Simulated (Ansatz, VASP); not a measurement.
Ca in VASP and in Ansatz

File INCAR:

```
SYSTEM = Ca
ALGO = Fast
EDIFF = 1E-6
ENCUT = 520
GGA = PE
ISIF = 2
ISMEAR = 0
LASPH = .True.
LCHARG = .False.
LREAL = .False.
LWAVE = .False.
NBANDS = 11
NELM = 60
PREC = Accurate
SIGMA = 0.15
```

The input KPOINTS:

```
k-points
0
Gamma
  16 16 16
  0 0 0
```

Contents of POSCAR:

```
Ca
1.0
    0.0000000000      3.1365413478      2.2175347329
    3.1365413478      0.0000000000      2.2175347329
    3.1365413478      3.1365413478      0.0000000000
Ca
1
Direct
    0.0000000000      0.0000000000      0.0000000000
```

Input for Ansatz:

```yaml
crystal:
  lattice:
    - [0.0, 3.1365413478, 2.2175347329]
    - [3.1365413478, 0.0, 2.2175347329]
    - [3.1365413478, 3.1365413478, 0.0]
  atoms:
    - { symbol: Ca, position: [0.0, 0.0, 0.0] }
basis:
  ecutwfc: 420
kpoints:
  mp_grid: { grid: [16, 16, 16] }
hamiltonian:
  xc: pbe
scf:
  occupations: { method: gaussian, width: 0.15 }
output:
  forces: true
  stress: true
  eigenvalues: true
```

Alike in both runs: task single point; functional PBE; k mesh 16 × 16 × 16; occupations gaussian, width 0.15 eV; no spin polarisation.

```csv
,VASP,Ansatz
version,VASP 6.6.1,Ansatz 0.2.0
potentials or method,"VASP PAW PBE potentials, release 64 (Ca_sv), cutoff 520 eV","scalar-relativistic, plane waves, PAW"
valence electrons in the cell,10,10
```

```tsv
	VASP	Ansatz	Ansatz less VASP
gap on the k mesh at the Fermi level (eV)	none	none	-
pressure (GPa)	-0.5	-0.5	-0.01
```

A gap of «none» marks a metal or a gap that the smearing closes. With one functional, cell and mesh, what is left measures potentials, basis and numerics.
